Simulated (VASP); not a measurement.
Set up this calculation in VASP 6.6.1, as the native input.

| Item | Value |
| --- | --- |
| Task | single point |
| Functional | PBE |
| Potentials or basis | VASP PAW PBE potentials, release 64 (B, P) |
| Cutoff | 520 eV |
| k mesh | 6 × 6 × 6 |
| Occupations | gaussian, width 0.1 eV |
| Spin | no spin polarisation |
| Dipole correction | no |
| Further INCAR settings | ALGO = Normal; EDIFF = 1e-06; NBANDS = 16 |

The structure of BP lies in POSCAR:

```
BP
1.0
    2.2945301761      1.3247476148      2.7936208214
   -2.2945301761      1.3247476148      2.7936208214
    0.0000000000     -2.6494952296      2.7936208214
B P
2 2
Direct
    0.0932765405      0.0932765405      0.0932765405
    0.9067234595      0.9067234595      0.9067234595
    0.6837156401      0.6837156401      0.6837156401
    0.3162843599      0.3162843599      0.3162843599
```

One way to write it, as run:

INCAR

```
SYSTEM = BP
PREC = Accurate ; ENCUT = 520
EDIFF = 1E-6 ; ISMEAR = 0
SIGMA = 0.1 ; LREAL = .False.
LASPH = .True. ; NELM = 100
ALGO = Normal ; ISIF = 2
LWAVE = .False. ; LCHARG = .False.
GGA = PE ; NBANDS = 16
```

KPOINTS

```
Automatic mesh
0
Gamma
  6 6 6
  0 0 0
```

Potentials or basis: VASP PAW PBE potentials, release 64 (B, P).

Run with:

```console
$ cat potpaw_PBE.64/B/POTCAR potpaw_PBE.64/P/POTCAR > POTCAR
$ mpirun -np 1 vasp_std > vasp.out
```

It gave:

| Item | Value |
| --- | --- |
| Pressure | -0.3 GPa |
| Largest force | 0.031 eV/Å |
| Band gap on the k mesh | zero (band 8 reaches 8.08 eV, above the bottom of band 9 at 4.17 eV) |

Wall time 12 s on 1 thread of AMD EPYC 9R45 96-Core Processor (Zen 5) (shared host), peak memory 0.14 GiB.
